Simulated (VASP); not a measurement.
# Pt: single point with r2SCAN

The system is Pt.

```
Pt
1.0
     2.69197    0.00000    0.00000
    -1.34599    2.33132    0.00000
     0.00000    0.00000    4.69387
Pt
2
Direct
  0.66667 0.33333 0.75000
  0.33333 0.66667 0.25000
```

This cell differs from its parent crystal: strain -0.015 along x and y, -0.015 along z.

```json
{"Program": "VASP 6.6.1", "Task": "single point", "Functional": "r2SCAN", "Potentials or basis": "VASP PAW PBE potentials, release 64 (Pt)", "Cutoff": "520 eV", "k mesh": "24 × 24 × 12", "Occupations": "gaussian, width 0.15 eV", "Spin": "no spin polarisation"}
```

```
Pressure               : 14.7 GPa
Band gap on the k mesh : zero (bands 10 and 11 overlap by 1.57 eV)
```

Stress tensor (GPa, compression positive):
```
15.82  0.00  0.00
 0.00 15.82  0.00
 0.00  0.00 12.46
```

Levels at points of the mesh, in eV from the Fermi level:
```csv
k point,band 8,band 9,band 10,band 11,band 12,band 13
"(0.00, 0.00, 0.00)",-2.10,-2.10,-0.90,-0.30,-0.30,5.37
"(0.50, 0.00, 0.00)",-0.05,0.39,0.62,2.60,4.25,8.07
"(0.00, 0.00, 0.50)",-3.95,-0.95,-0.95,-0.95,-0.95,12.97
"(0.50, 0.00, 0.50)",-0.98,0.52,0.52,1.84,1.84,7.42
```

Wall time 6.8 min on 1 thread of Intel(R) Xeon(R) Platinum 8488C (Sapphire Rapids), with other jobs on the host, peak memory 0.29 GiB.

Caveat: the cell differs from its parent crystal (strain -0.015 along x and y, -0.015 along z); the cell stands under pressure; the PAW data sets were made with another functional, which shifts forces and pressure a little; spin-orbit coupling is left out, which moves the levels of the heavy elements.
